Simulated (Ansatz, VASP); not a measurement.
One calculation of InP, two programs

The input INCAR:

```
SYSTEM = InP
  ALGO = Normal
  DIPOL = 0.5 0.5 0.500
  EDIFF = 1E-6
  ENCUT = 520
  GGA = PE
  IDIPOL = 3
  ISIF = 2
  ISMEAR = -1
  LASPH = .TRUE.
  LCHARG = .TRUE.
  LDIPOL = .TRUE.
  LELF = .TRUE.
  LREAL = .FALSE.
  LVACPOTAV = .TRUE.
  LVHAR = .TRUE.
  LWAVE = .FALSE.
  NBANDS = 46
  NELM = 100
  PREC = Accurate
  SIGMA = 0.02
```

KPOINTS

```
k-points
0
G
  6 5 1
  0 0 0
```

Contents of POSCAR:

```
InP
1.0
    4.2139839895      0.0000000000      0.0000000000
    0.0000000000      5.9594733095      0.0000000000
    0.0000000000      0.0000000000     19.8048000000
In P
4 4
Direct
    0.0000000000      0.8306228423      0.3641994589
    0.5000000000      0.3982495645      0.4397395700
    0.0000000000      0.8982489786      0.5602608572
    0.5000000000      0.3306242134      0.6357999041
    0.5000000000      0.6231208331      0.3282020322
    0.0000000000      0.1480043267      0.4501243240
    0.5000000000      0.6480040725      0.5498772984
    0.0000000000      0.1231251689      0.6717979678
```

Input for Ansatz:

```yaml
crystal:
  lattice:
    - [4.2139839895, 0.0, 0.0]
    - [0.0, 5.9594733095, 0.0]
    - [0.0, 0.0, 19.8048]
  atoms:
    - { symbol: In, position: [0.0, 0.8306228423, 0.3641994589] }
    - { symbol: P, position: [0.5, 0.6231208331, 0.3282020322] }
    - { symbol: In, position: [0.5, 0.3982495645, 0.43973957] }
    - { symbol: P, position: [0.0, 0.1480043267, 0.450124324] }
    - { symbol: In, position: [0.0, 0.8982489786, 0.5602608572] }
    - { symbol: P, position: [0.5, 0.6480040725, 0.5498772984] }
    - { symbol: In, position: [0.5, 0.3306242134, 0.6357999041] }
    - { symbol: P, position: [0.0, 0.1231251689, 0.6717979678] }
kpoints:
  mp_grid: { grid: [6, 5, 1] }
scf:
  occupations: { method: fermi_dirac, width: 0.02 }
hamiltonian:
  xc: pbe
  pseudopotentials: { kind: all_electron, lapw: { basis_error: 0.001 } }
output:
  forces: true
  stress: true
  eigenvalues: true
efield:
  axis: 3
  amplitude: 0
  dipole_correction: true
```

Alike in both runs: task single point; functional PBE; k mesh 6 × 5 × 1; occupations fermi-dirac, width 0.02 eV; no spin polarisation.

```csv
,VASP,Ansatz
version,VASP 6.6.1,Ansatz 0.2.0
potentials or method,"VASP PAW PBE potentials, release 64 (In_d, P), cutoff 520 eV","all-electron LAPW, scalar-relativistic"
```

Ansatz gave:

| Property | Result |
| --- | --- |
| gap on the k mesh at the Fermi level (eV) | 1.22 |
| rms of the force components (eV/Å) | 0.001 |

Q: What did VASP give for the same quantities?

A: gap on the k mesh at the Fermi level (eV): 1.22; rms of the force components (eV/Å): 0.005.

Ansatz ran all-electron here, and VASP with PAW potentials.
